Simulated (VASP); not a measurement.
Set up this calculation in VASP 6.6.1, as the native input.

| Quantity | Value |
| --- | --- |
| Task | single point |
| Functional | PBEsol |
| Potentials or basis | VASP PAW PBE potentials, release 64 (Re) |
| Cutoff | 520 eV |
| k mesh | 18 × 18 × 10 |
| Occupations | fermi-dirac, width 0.05 eV |
| Spin | no spin polarisation |
| Dipole correction | no |
| Further INCAR settings | ALGO = Normal; EDIFF = 1e-06; NBANDS = 14 |

The structure of Re lies in POSCAR:

```
Re
1.0
    2.5497657329      0.0000000000      0.0000000000
   -1.2748828664      2.2081618983      0.0000000000
    0.0000000000      0.0000000000      4.0770373845
Re
2
Direct
    0.3333333333      0.6666666667      0.2500000000
    0.6666666667      0.3333333333      0.7500000000
```

These files were run (other wordings do the same):

INCAR

```
PREC = Accurate ; ENCUT = 520
EDIFF = 1E-6 ; ISMEAR = -1
SIGMA = 0.05 ; LREAL = False
LASPH = True ; NELM = 60
ALGO = Normal ; ISIF = 2
LWAVE = False ; LCHARG = True
GGA = PS ; LELF = True
LVHAR = True ; NBANDS = 14
```

KPOINTS

```
regular mesh
0
Gamma
  18 18 10
```

Potentials or basis: VASP PAW PBE potentials, release 64 (Re).

Run with:

```console
$ cat potpaw_PBE.64/Re/POTCAR > POTCAR
$ mpirun -np 1 vasp_std > vasp.out
```

It gave:

```yaml
Pressure: 159.6 GPa
Band_gap_on_the_k_mesh: zero (bands 7 and 8 overlap by 5.29 eV)
```

Caveat: the stress differs along the axes, from 157 to 166 GPa; the PAW data sets were made with another functional, which shifts forces and pressure a little; spin-orbit coupling is left out, which moves the levels of the heavy elements.

It took 99 s on 1 thread of Intel Xeon 8259CL, with other jobs on the host, peak memory 0.19 GiB.
